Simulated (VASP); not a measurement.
Input of a VASP 6.6.1 run:

File INCAR:

```
PREC = Accurate
ENCUT = 520
EDIFF = 1E-6
ISMEAR = -1
SIGMA = 0.05
LREAL = F
LASPH = T
NELM = 60
ALGO = Normal
ISIF = 2
LWAVE = F
LCHARG = F
GGA = PE
NBANDS = 18
```

KPOINTS

```
regular mesh
0
Gamma
  8 8 8
```

POSCAR

```
Al3Au
1.0
   -2.1063463200      2.1063463200      4.0566000000
    2.1063463200     -2.1063463200      4.0566000000
    2.1063463200      2.1063463200     -4.0566000000
Au Al
1 3
Direct
    0.0000000000      0.0000000000      0.0000000000
    0.5000000000      0.5000000000      0.0000000000
    0.2500000000      0.7500000000      0.5000000000
    0.7500000000      0.2500000000      0.5000000000
```

Potentials or basis: VASP PAW PBE potentials, release 64 (Au, Al).

The run is started by

```sh
$ cat potpaw_PBE.64/Au/POTCAR potpaw_PBE.64/Al/POTCAR > POTCAR
$ mpirun -np 1 vasp_std > vasp.out
```

**Question.** What does it give for the pressure?

**Answer.** -5.7 GPa.

**Question.** Predict the band gap on the k mesh.

**Answer.** Zero (band 10 reaches 9.25 eV, above the bottom of band 11 at 6.22 eV).

Stress tensor (GPa, compression positive):
```
-6.91  0.00  0.00
 0.00 -6.91  0.00
 0.00  0.00 -3.22
```

Caveat: spin-orbit coupling is left out, which moves the levels of the heavy elements.
